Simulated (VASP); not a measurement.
**Tl: single point with LDA**

Tl:

```
CELL_PARAMETERS angstrom
0.00000 2.46634 2.34302
2.46634 0.00000 2.34302
2.46634 2.46634 0.00000
ATOMIC_POSITIONS crystal
Tl 0.00000 0.00000 0.00000
```

This cell differs from its parent crystal: strain +0.000 along x and y, -0.050 along z.

```yaml
Program: VASP 6.6.1
Task: single point
Functional: LDA
Potentials_or_basis: VASP PAW LDA potentials, release 64 (Tl_d)
Cutoff: 520 eV
k_mesh: 16 × 16 × 16
Occupations: gaussian, width 0.15 eV
Spin: no spin polarisation
```

```
Pressure : -1.9 GPa
```

Stress tensor (GPa, compression positive):
```
-2.09  0.00  0.00
 0.00 -2.09  0.00
 0.00  0.00 -1.65
```

Levels at points of the mesh, in eV from the Fermi level:
| k point | band 3 | band 4 | band 5 | band 6 | band 7 | band 8 | band 9 | band 10 |
| --- | --- | --- | --- | --- | --- | --- | --- | --- |
| (0.00, 0.00, 0.00) | -11.43 | -11.27 | -11.17 | -10.03 | 10.24 | 10.37 | 10.37 | 11.08 |
| (0.50, 0.00, 0.00) | -11.44 | -10.99 | -10.94 | -5.27 | -2.88 | 7.77 | 8.53 | 10.68 |
| (0.50, 0.50, 0.00) | -10.98 | -10.89 | -10.89 | -3.09 | -1.45 | 3.64 | 3.64 | 7.24 |
| (0.50, 0.00, 0.50) | -10.98 | -10.94 | -10.87 | -3.78 | -1.96 | 4.18 | 4.45 | 7.89 |

Wall time 99 s on 1 thread of AMD EPYC 7R43 64-Core Processor (Zen 3), with other jobs on the host, peak memory 0.19 GiB.

Caveat: the cell differs from its parent crystal (strain +0.000 along x and y, -0.050 along z); spin-orbit coupling is left out, which moves the levels of the heavy elements.
